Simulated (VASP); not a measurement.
Si: single point with PBE

Si:

```
CELL_PARAMETERS angstrom
3.71629 -0.03851 0.00000
-1.89150 3.47112 0.00000
0.00000 0.00000 6.36468
ATOMIC_POSITIONS crystal
Si 0.33333 0.66667 0.06293
Si 0.66667 0.33333 0.56293
Si 0.33333 0.66667 0.43707
Si 0.66667 0.33333 0.93707
```

This cell differs from its parent crystal: engineering shear strain xy -0.0200, strain +e along x and -e along y -0.0350.

```json
{
 "Program": "VASP 6.6.1",
 "Task": "single point",
 "Functional": "PBE",
 "Potentials or basis": "VASP PAW PBE potentials, release 64 (Si)",
 "Cutoff": "520 eV",
 "k mesh": "12 × 12 × 6",
 "Occupations": "gaussian, width 0.05 eV",
 "Spin": "no spin polarisation"
}
```

| Item | Value |
| --- | --- |
| Pressure | 0.3 GPa |
| Largest force | 0.515 eV/Å |
| Band gap on the k mesh | zero (bands 8 and 9 overlap by 0.04 eV) |

Forces on the atoms (eV/Å):
```
Si   0.192  0.476  0.041
Si  -0.192 -0.476  0.041
Si   0.192  0.476 -0.041
Si  -0.192 -0.476 -0.041
```

Stress tensor (GPa, compression positive):
```
 6.38  1.74  0.00
 1.74 -5.34  0.00
 0.00  0.00 -0.01
```

Levels at points of the mesh, in eV from the Fermi level:
| k point | band 5 | band 6 | band 7 | band 8 | band 9 | band 10 | band 11 | band 12 |
| --- | --- | --- | --- | --- | --- | --- | --- | --- |
| (0.00, 0.00, 0.00) | -1.44 | -0.48 | -0.29 | 0.02 | 0.55 | 1.80 | 2.14 | 2.31 |
| (0.50, 0.00, 0.00) | -4.64 | -3.48 | -3.04 | -1.83 | -0.02 | 1.77 | 2.70 | 2.81 |
| (0.00, 0.50, 0.00) | -4.85 | -3.07 | -2.70 | -1.15 | 0.79 | 2.76 | 2.93 | 3.39 |
| (0.50, 0.50, 0.00) | -4.70 | -3.34 | -2.96 | -1.64 | 0.20 | 2.05 | 2.84 | 2.89 |
| (0.00, 0.00, 0.50) | -1.22 | -1.22 | -0.87 | -0.87 | 1.38 | 1.38 | 2.69 | 2.69 |
| (0.50, 0.00, 0.50) | -2.83 | -2.83 | -2.49 | -2.49 | 0.49 | 0.49 | 1.56 | 1.56 |
| (0.00, 0.50, 0.50) | -2.66 | -2.66 | -2.09 | -2.09 | 1.07 | 1.07 | 1.68 | 1.68 |
| (0.50, 0.50, 0.50) | -2.69 | -2.69 | -2.46 | -2.46 | 0.69 | 0.69 | 1.55 | 1.55 |

It took 120 s on 1 thread of Intel(R) Xeon(R) 6975P-C (Granite Rapids) (shared host), peak memory 0.38 GiB.

Caveat: the cell differs from its parent crystal (engineering shear strain xy -0.0200, strain +e along x and -e along y -0.0350); semilocal functionals underestimate gaps, so a narrow gap can read as zero.
